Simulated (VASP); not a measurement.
A run of VASP 6.6.1:

Contents of INCAR:

```
ALGO     = Normal         # electronic algorithm
EDIFF    = 1E-7           # SCF threshold, eV
ENCUT    = 520            # plane-wave cutoff, eV
GGA      = PE             # functional
ISIF     = 2              # what is computed and relaxed
ISMEAR   = 0              # smearing method
LASPH    = True           # aspherical terms in the spheres
LCHARG   = True           # write CHGCAR
LELF     = True           # ELF
LREAL    = False          # projectors in reciprocal space
LVHAR    = True         
LWAVE    = False          # write WAVECAR
NBANDS   = 15             # bands
NELM     = 80             # most SCF steps
PREC     = Accurate       # precision mode
SIGMA    = 0.1            # smearing width, eV
```

KPOINTS

```
k-points
0
Gamma
  12 12 12
```

Contents of POSCAR:

```
Al2Pt
1.0
    0.0000000000      3.0727272000      3.0727272000
    3.0727272000      0.0000000000      3.0727272000
    3.0727272000      3.0727272000      0.0000000000
Al Pt
2 1
Direct
    0.2500000000      0.2500000000      0.2500000000
    0.7500000000      0.7500000000      0.7500000000
    0.0000000000      0.0000000000      0.0000000000
```

Potentials or basis: VASP PAW PBE potentials, release 64 (Al, Pt).

Launch:

```console
$ cat potpaw_PBE.64/Al/POTCAR potpaw_PBE.64/Pt/POTCAR > POTCAR
$ mpirun -np 1 vasp_std > vasp.out
```

Hardware: 1 thread of Intel(R) Xeon(R) 6975P-C (Granite Rapids), on a shared host.

Problem. Estimate the wall time of this run.

Solution. Wall time 17 s on 1 thread of Intel(R) Xeon(R) 6975P-C (Granite Rapids) (shared host), peak memory 0.21 GiB. Counts: scf iterations 13, k points 72.
